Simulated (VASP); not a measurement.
Wanted: the native input for a VASP 6.6.1 run.

* Task: single point
* Functional: r2SCAN
* Potentials or basis: VASP PAW PBE potentials, release 64 (Si, O)
* Cutoff: 520 eV
* k mesh: 4 × 4 × 7
* Occupations: fermi-dirac, width 0.1 eV
* Spin: no spin polarisation
* Dipole correction: no
* Further INCAR settings: ALGO = Normal; EDIFF = 1e-06; NBANDS = 25

Crystal: SiO2.

```
Si O
1.0
     4.18521    0.00000    0.00000
     0.00000    4.18521    0.00000
     0.00000    0.00000    2.66881
Si O
2 4
Direct
  0.00000 0.00000 0.00000
  0.50000 0.50000 0.50000
  0.30610 0.30610 0.00000
  0.19390 0.80610 0.50000
  0.69390 0.69390 0.00000
  0.80610 0.19390 0.50000
```

One way to write it, as run:

POSCAR

```
SiO2
1.0
    4.1852144317      0.0000000000      0.0000000000
    0.0000000000      4.1852144317      0.0000000000
    0.0000000000      0.0000000000      2.6688123844
Si O
2 4
Direct
    0.0000000000      0.0000000000      0.0000000000
    0.5000000000      0.5000000000      0.5000000000
    0.3061009094      0.3061009094      0.0000000000
    0.1938990906      0.8061009094      0.5000000000
    0.6938990906      0.6938990906      0.0000000000
    0.8061009094      0.1938990906      0.5000000000
```

INCAR.step1

```
SYSTEM = SiO2
ALGO = Normal ; EDIFF = 1E-4
ENCUT = 520 ; GGA = PE
ISMEAR = -1 ; LASPH = .True.
LCHARG = .False. ; LREAL = .False.
LWAVE = .True. ; NBANDS = 25
NELM = 60 ; PREC = Accurate
SIGMA = 0.1
```

INCAR.step2

```
SYSTEM = SiO2
ALGO = Normal ; EDIFF = 1E-6
ENCUT = 520 ; ISIF = 2
ISMEAR = -1 ; ISTART = 1
LASPH = .True. ; LCHARG = .False.
LMIXTAU = .True. ; LREAL = .False.
LWAVE = .False. ; METAGGA = R2SCAN
NBANDS = 25 ; NELM = 60
PREC = Accurate ; SIGMA = 0.1
```

KPOINTS

```
k-points
0
Gamma
  4 4 7
  0 0 0
```

Potentials or basis: VASP PAW PBE potentials, release 64 (Si, O).

Command:

```sh
$ cat potpaw_PBE.64/Si/POTCAR potpaw_PBE.64/O/POTCAR > POTCAR
$ cp INCAR.step1 INCAR
$ mpirun -np 1 vasp_std > vasp.out
$ cp INCAR.step2 INCAR
$ mpirun -np 1 vasp_std > vasp.out
```

Results of the run:

```yaml
Pressure: 0.4 GPa
Largest_force: 0.021 eV/Å
Band_gap_on_the_k_mesh: 6.51 eV
```

Caveat: the PAW data sets were made with another functional, which shifts forces and pressure a little.

Run time: 48 s on 1 thread of AMD EPYC 9R45 96-Core Processor (Zen 5) (shared host), peak memory 0.13 GiB.
